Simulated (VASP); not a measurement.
# CS2 (P4/mmm) in VASP: a series of runs

Runs on CS2. Level: PBE+D3(BJ). Tasks: single point.

Program: VASP 6.6.1. These are calculated values, not measurements. Logs are shortened: lines on timing, memory, paths and dates and some standing lists are left out, and cuts for length are marked.

**1. The cell of the first run**

The structure is tetragonal, space group P4/mmm (No. 123). The conventional cell has a = 3.828 Å, b = 3.828 Å, c = 3.525 Å, α = 90.00°, β = 90.00°, γ = 90.00°. Within 2.5 Å of C (site symmetry 4/mmm) lie 4 S at 1.91 Å. S (site symmetry mmm) has 2 C at 1.91 Å within 2.5 Å.

The cell was built from a structure type or drawn by symmetry, and may not be a known phase.

**2. Single point, PBE+D3(BJ)**

Contents of INCAR:

```
SYSTEM = CS2
PREC     = Accurate       ! precision mode
ENCUT    = 520            ! plane-wave cutoff, eV
EDIFF    = 1E-6           ! SCF threshold, eV
ISMEAR   = 0              ! smearing method
SIGMA    = 0.1            ! smearing width, eV
LREAL    = .False.        ! projectors in reciprocal space
LASPH    = .True.         ! aspherical terms in the spheres
NELM     = 100            ! most SCF steps
ALGO     = Normal         ! electronic algorithm
ISIF     = 2              ! what is computed and relaxed
LWAVE    = .False.        ! write WAVECAR
LCHARG   = .False.        ! write CHGCAR
GGA      = PE             ! functional
IVDW     = 12             ! dispersion correction
NBANDS   = 15             ! bands
```

Contents of KPOINTS:

```
Automatic mesh
0
Gamma
  4 4 4
  0 0 0
```

Contents of POSCAR:

```
CS2
1.0
    3.8275067219      0.0000000000      0.0000000000
    0.0000000000      3.8275067219      0.0000000000
    0.0000000000      0.0000000000      3.5245654754
C S
1 2
Direct
    0.0000000000      0.0000000000      0.0000000000
    0.0000000000      0.5000000000      0.0000000000
    0.5000000000      0.0000000000      0.0000000000
```

Potentials or basis: VASP PAW PBE potentials, release 64 (C, S).

Launch:

```bash
$ cat potpaw_PBE.64/C/POTCAR potpaw_PBE.64/S/POTCAR > POTCAR
$ mpirun -np 1 vasp_std > vasp.out
```

OUTCAR:

```text
SYSTEM = CS2
   PREC = Accurate
   ENCUT = 520
   EDIFF = 1E-6
   ISMEAR = 0
   LREAL = .False.
   LASPH = .True.
   NELM = 100
   ISIF = 2
   GGA = PE
   IVDW = 12
 IVDW          = 12

 ion  position               nearest neighbor table
   1  0.000  0.000  0.000-   2 1.91   3 1.91   2 1.91   3 1.91
   2  0.000  0.500  0.000-   1 1.91   1 1.91   3 2.71   3 2.71   3 2.71   3 2.71
   3  0.500  0.000  0.000-   1 1.91   1 1.91   2 2.71   2 2.71   2 2.71   2 2.71

  LATTYP: Found a simple tetragonal cell.
 ALAT       =     3.8275067219
 C/A-ratio  =     0.9208515442

  Lattice vectors:

 A1 = (   3.8275067219,   0.0000000000,   0.0000000000)
 A2 = (   0.0000000000,   3.8275067219,   0.0000000000)
 A3 = (   0.0000000000,   0.0000000000,   3.5245654754)

Analysis of symmetry for initial positions (statically):
=====================================================================
 Subroutine PRICEL returns:
 Original cell was already a primitive cell.

 Routine SETGRP: Setting up the symmetry group for a
 simple tetragonal supercell.

 Subroutine GETGRP returns: Found 16 space group operations
 (whereof 16 operations were pure point group operations)
 out of a pool of 16 trial point group operations.

The static configuration has the point symmetry D_4h.

Analysis of symmetry for dynamics (positions and initial velocities):
=====================================================================
 Subroutine PRICEL returns:
 Original cell was already a primitive cell.

 Routine SETGRP: Setting up the symmetry group for a
 simple tetragonal supercell.

 Subroutine GETGRP returns: Found 16 space group operations
 (whereof 16 operations were pure point group operations)
 out of a pool of 16 trial point group operations.

The dynamic configuration has the point symmetry D_4h.

 Subroutine INISYM returns: Found 16 space group operations
 (whereof 16 operations are pure point group operations),
 and found     1 'primitive' translations

----------------------------------------------------------------------------------------

                                     Primitive cell

  volume of cell :      51.6342

  direct lattice vectors                    reciprocal lattice vectors
     3.827506722  0.000000000  0.000000000     0.261266687  0.000000000  0.000000000
     0.000000000  3.827506722  0.000000000     0.000000000  0.261266687  0.000000000
     0.000000000  0.000000000  3.524565475     0.000000000  0.000000000  0.283722918

  length of vectors
     3.827506722  3.827506722  3.524565475     0.261266687  0.261266687  0.283722918

  position of ions in fractional coordinates (direct lattice)
     0.000000000  0.000000000  0.000000000
     0.000000000  0.500000000  0.000000000
     0.500000000  0.000000000  0.000000000

  ion indices of the primitive-cell ions
   primitive index   ion index
                 1           1
                 2           2
                 3           3

----------------------------------------------------------------------------------------

 KPOINTS: Automatic mesh

Automatic generation of k-mesh.
 Grid dimensions read from file:
 generate k-points for:    4    4    4

 Generating k-lattice:

  Cartesian coordinates                     Fractional coordinates (reciprocal lattice)
     0.065316672  0.000000000  0.000000000     0.250000000  0.000000000  0.000000000
     0.000000000  0.065316672  0.000000000     0.000000000  0.250000000  0.000000000
     0.000000000  0.000000000  0.070930729     0.000000000  0.000000000  0.250000000

  Length of vectors
     0.065316672  0.065316672  0.070930729

  Shift w.r.t. Gamma in fractional coordinates (k-lattice)
     0.000000000  0.000000000  0.000000000

 Subroutine IBZKPT returns following result:
 ===========================================

 Found     18 irreducible k-points:

 Following reciprocal coordinates:
            Coordinates               Weight
  0.000000  0.000000  0.000000      1.000000
  0.250000  0.000000  0.000000      4.000000
  0.500000  0.000000  0.000000      2.000000
  0.250000  0.250000  0.000000      4.000000
  0.500000  0.250000  0.000000      4.000000
  0.500000  0.500000  0.000000      1.000000
[... 10 lines left out ...]
  0.500000  0.250000  0.500000      4.000000
  0.500000  0.500000  0.500000      1.000000
   k-points           NKPTS =     18   k-points in BZ     NKDIM =     18   number of bands    NBANDS=     15
   number of dos      NEDOS =    301   number of ions     NIONS =      3
   total plane-waves  NPLWV =  21952
   dimension x,y,z NGX =    28 NGY =   28 NGZ =   28
   dimension x,y,z NGXF=    56 NGYF=   56 NGZF=   56
   ions per type =               1   2
   NGX,Y,Z   is equivalent  to a cutoff of  12.16, 12.16, 13.21 a.u.
   NGXF,Y,Z  is equivalent  to a cutoff of  24.32, 24.32, 26.41 a.u.
 SYSTEM =  CS2
   PREC   = accura    normal or accurate (medium, high low for compatibility)
   ISTART =      0    job   : 0-new  1-cont  2-samecut
   ICHARG =      2    charge: 1-file 2-atom 10-const
   ISPIN  =      1    spin polarized calculation?
   LNONCOLLINEAR =      F non collinear calculations
   LSORBIT =      F    spin-orbit coupling
   LASPH  =      T    aspherical Exc in radial PAW
   ENCUT  =  520.0 eV  38.22 Ry    6.18 a.u.   7.12  7.12  6.55*2*pi/ulx,y,z
   NELM   =    100;   NELMIN=  2; NELMDL= -5     # of ELM steps
   EDIFF  = 0.1E-05   stopping-criterion for ELM
   LREAL  =      F    real-space projection
   EDIFFG = 0.1E-04   stopping-criterion for IOM
   NSW    =      0    number of steps for IOM
   IBRION =     -1    ionic relax: 0-MD 1-quasi-New 2-CG
   NFREE  =      0    steps in history (QN), initial steepest desc. (CG)
   ISIF   =      2    stress and relaxation
   ISYM   =      2    0-nonsym 1-usesym 2-fastsym
   POTIM  = 0.5000    time-step for ionic-motion
   TEBEG  =    0.0;   TEEND  =   0.0 temperature during run
   PSTRESS=    0.0 pullay stress
   NELECT =      16.0000    total number of electrons
   NUPDOWN=      -1.0000    fix difference up-down
   EMIN   =  10.00;   EMAX   =-10.00  energy-range for DOS
   EFERMI =   0.00;   METHOD = LEGACY
   ISMEAR =     0;   SIGMA  =   0.10  broadening in eV -4-tet -1-fermi 0-gaus
   EFERMI_NEDOS =   21; number of points for ismear=-14 and -15
   IALGO  =     38    algorithm
   IMIX   =      4    mixing-type and parameters
     AMIX     =   0.40;   BMIX     =  1.00
     AMIX_MAG =   1.60;   BMIX_MAG =  1.00
  volume/ion in A,a.u.               =      17.21       116.15
  Fermi-wavevector in a.u.,A,eV,Ry     =   1.107819  2.093475 16.697940  1.227264
  Thomas-Fermi vector in A             =   2.244339
   LORBIT       =      0    0 simple, 1 ext, 2 COOP (PROOUT), +10 PAW based schemes
   GGA     = PE    functional components
   LHFCALC =     F    Hartree Fock is set to
   AEXX    =    0.0000 exact exchange contribution
   IVDW    =    12    specifies the selected vdW correction
   LEPSILON=     F    determine dielectric tensor
   LRPA    =     F    only Hartree local field effects (RPA)
 non-spin polarized calculation
 Gauss-broadening in eV      SIGMA  =   0.10
  energy-cutoff  :      520.00
  volume of cell :       51.63
 maximum number of plane-waves:      1410
   NGX = 15   NGY = 15   NGZ = 13

 number of electron      15.9999995 magnetization

 Free energy of the ion-electron system (eV)
  ---------------------------------------------------
  ext. energy  EPLUGINS =         0.00000000
  ---------------------------------------------------
  free energy    TOTEN  =       -12.59226663 eV

  energy without entropy =      -12.58308046  energy(sigma->0) =      -12.58767355

 E-fermi :   4.1536     XC(G=0):  -9.4692

 val. band max:        4.1450229382   @ k =   0.0000   0.0000   0.2500
 cond. band min:       4.1950662122   @ k =   0.2500   0.2500   0.5000
 fundamental gap:      0.0500432740
 Fermi energy:         4.1536403192

 k-point     1 :       0.0000    0.0000    0.0000
  band No.  band energies     occupation
      1     -13.3689      2.00000
      2      -6.6231      2.00000
      3      -4.3476      2.00000
      4      -4.3476      2.00000
      5      -1.4869      2.00000
      6      -0.1226      2.00000
      7       4.0457      1.87296
      8       4.0457      1.87296
      9       4.7335      0.00000
     10       7.4113      0.00000
     11       8.5510      0.00000
     12      11.0052      0.00000
     13      12.1751      0.00000
     14      14.2331      0.00000
     15      14.2331      0.00000

 k-point     2 :       0.2500    0.0000    0.0000
  band No.  band energies     occupation
      1     -12.8988      2.00000
      2      -8.5577      2.00000
      3      -4.1025      2.00000
      4      -3.8651      2.00000
      5       0.2992      2.00000
      6       0.9986      2.00000
      7       2.7296      2.00000
      8       3.1847      2.00000
      9       4.0584      1.82204
     10       6.8068      0.00000
     11       9.1205      0.00000
     12      11.7187      0.00000
     13      13.5976      0.00000
     14      14.0295      0.00000
     15      14.4546      0.00000

 k-point     3 :       0.5000    0.0000    0.0000
  band No.  band energies     occupation
      1     -12.0295      2.00000
      2     -10.2820      2.00000
      3      -3.8084      2.00000
      4      -3.5898      2.00000
      5       0.9928      2.00000
      6       1.6845      2.00000
      7       2.2181      2.00000
      8       2.9875      2.00000
      9       5.0083      0.00000
     10       6.5759      0.00000
     11       7.3787      0.00000
     12      10.4975      0.00000
     13      11.9033      0.00000
     14      15.5884      0.00000
     15      15.6398      0.00000
[... 235 lines left out ...]
 k-point    17 :       0.5000    0.2500    0.5000
  band No.  band energies     occupation
      1     -11.2431      2.00000
      2      -9.8367      2.00000
      3      -7.0574      2.00000
      4      -0.5509      2.00000
      5      -0.3589      2.00000
      6       0.8514      2.00000
      7       0.9605      2.00000
      8       3.6753      2.00000
      9       5.1574      0.00000
     10       5.8968      0.00000
     11       7.4587      0.00000
     12      10.0132      0.00000
     13      12.8168      0.00000
     14      14.8223      0.00000
     15      16.3492      0.00000

 k-point    18 :       0.5000    0.5000    0.5000
  band No.  band energies     occupation
      1      -9.6608      2.00000
      2      -9.6608      2.00000
      3      -9.6583      2.00000
      4      -1.6680      2.00000
      5       1.1804      2.00000
      6       1.1804      2.00000
      7       1.3337      2.00000
      8       5.2399      0.00000
      9       5.5728      0.00000
     10       5.5728      0.00000
     11       7.1751      0.00000
     12       8.7862      0.00000
     13      10.2103      0.00000
     14      16.0212      0.00000
     15      16.4735      0.00000

------------------------ aborting loop because EDIFF is reached ----------------------------------------

 Edisp (eV)   -0.66498

 E8    (eV) :    -0.2279

  FORCE on cell =-STRESS in cart. coord.  units (eV):
  Direction    XX          YY          ZZ          XY          YZ          ZX
  --------------------------------------------------------------------------------------
  -------------------------------------------------------------------------------------
  Total      -0.15367    -0.15367    -0.04742     0.00000     0.00000    -0.00000
  in kB      -4.76837    -4.76837    -1.47134     0.00000     0.00000    -0.00000
  external pressure =       -3.67 kB  Pullay stress =        0.00 kB

 VOLUME and BASIS-vectors are now :
 -----------------------------------------------------------------------------
  energy-cutoff  :      520.00
  volume of cell :       51.63
      direct lattice vectors                 reciprocal lattice vectors
     3.827506722  0.000000000  0.000000000     0.261266687  0.000000000  0.000000000
     0.000000000  3.827506722  0.000000000     0.000000000  0.261266687  0.000000000
     0.000000000  0.000000000  3.524565475     0.000000000  0.000000000  0.283722918

 POSITION                                       TOTAL-FORCE (eV/Angst)
 -----------------------------------------------------------------------------------
      0.00000      0.00000      0.00000         0.000000      0.000000      0.000000
      0.00000      1.91375      0.00000         0.000000      0.000000      0.000000
      1.91375      0.00000      0.00000         0.000000      0.000000      0.000000
 -----------------------------------------------------------------------------------
    total drift:                               -0.000000     -0.000000     -0.000000

  FREE ENERGIE OF THE ION-ELECTRON SYSTEM (eV)
  ---------------------------------------------------
  free  energy   TOTEN  =       -13.2572508257 eV

  energy  without entropy=      -13.2480646508  energy(sigma->0) =      -13.25265774
```

Wall time 15 s (1 thread of Intel Xeon 8259CL, shared host); peak memory 0.16 GiB.

Results:

| Quantity | Value |
| --- | --- |
| Free energy | -13.2573 eV |
| Pressure | -0.4 GPa |
| Band gap on the k mesh | zero (bands 8 and 9 overlap by 1.87 eV) |
| Dispersion energy per atom | -0.222 eV |

Caveat: the k points lie up to 0.45 Å⁻¹ apart, too coarse for converged energies and pressures of a metal.

**3. Single point, PBE+D3(BJ)**

This run uses another cell than the first one, of 15.52 Å³/atom.

Contents of INCAR:

```
  ALGO = Normal
  EDIFF = 1E-6
  ENCUT = 520
  GGA = PE
  ISIF = 2
  ISMEAR = 0
  IVDW = 12
  LASPH = T
  LCHARG = F
  LREAL = F
  LWAVE = F
  NBANDS = 15
  NELM = 60
  PREC = Accurate
  SIGMA = 0.1
```

Contents of KPOINTS:

```
k-points
0
Gamma
  4 4 6
```

Contents of POSCAR:

```
CS2
1.0
    3.8148577970      0.0000000000      0.0000000000
    0.0000000000      3.8148577970      0.0000000000
    0.0000000000      0.0000000000      3.2002359145
C S
1 2
Direct
    0.0000000000      0.0000000000      0.0000000000
    0.0000000000      0.5000000000      0.0000000000
    0.5000000000      0.0000000000      0.0000000000
```

Potentials or basis: VASP PAW PBE potentials, release 64 (C, S).

Launch:

```bash
$ cat potpaw_PBE.64/C/POTCAR potpaw_PBE.64/S/POTCAR > POTCAR
$ mpirun -np 1 vasp_std > vasp.out
```

It took 16 s on 1 thread of Intel Xeon 8259CL, shared host; peak memory 0.16 GiB.

It converged, with:

```yaml
Free_energy: -13.3065 eV
Pressure: -0.3 GPa
Band_gap_on_the_k_mesh: zero (bands 8 and 9 overlap by 1.89 eV)
Dispersion_energy_per_atom: -0.251 eV
```

Stress tensor (GPa, compression positive):
```
-0.17  0.00  0.00
 0.00 -0.17  0.00
 0.00  0.00 -0.41
```

Levels at points of the mesh, in eV from the Fermi level:
```tsv
k point	band 4	band 5	band 6	band 7	band 8	band 9	band 10	band 11	band 12	band 13
(0.00, 0.00, 0.00)	-8.63	-5.73	-3.58	-0.25	-0.25	1.16	3.83	5.00	6.66	7.74
(0.50, 0.00, 0.00)	-7.88	-2.69	-2.50	-2.16	-0.48	0.83	2.98	3.20	6.87	8.43
(0.50, 0.50, 0.00)	-6.51	-0.69	-0.29	-0.29	0.89	1.08	1.08	2.78	5.89	9.36
(0.00, 0.00, 0.50)	-8.29	-7.03	-5.06	-1.69	0.16	0.16	1.78	6.27	6.27	7.28
(0.50, 0.00, 0.50)	-7.31	-5.62	-4.05	-2.16	-1.53	0.85	1.45	3.59	7.99	7.99
(0.50, 0.50, 0.50)	-5.78	-3.64	-3.64	-3.18	1.16	1.63	1.63	3.08	4.19	6.32
```

Caveat: the k points lie up to 0.41 Å⁻¹ apart, too coarse for converged energies and pressures of a metal.

(Part 1 of 2 ends here.)
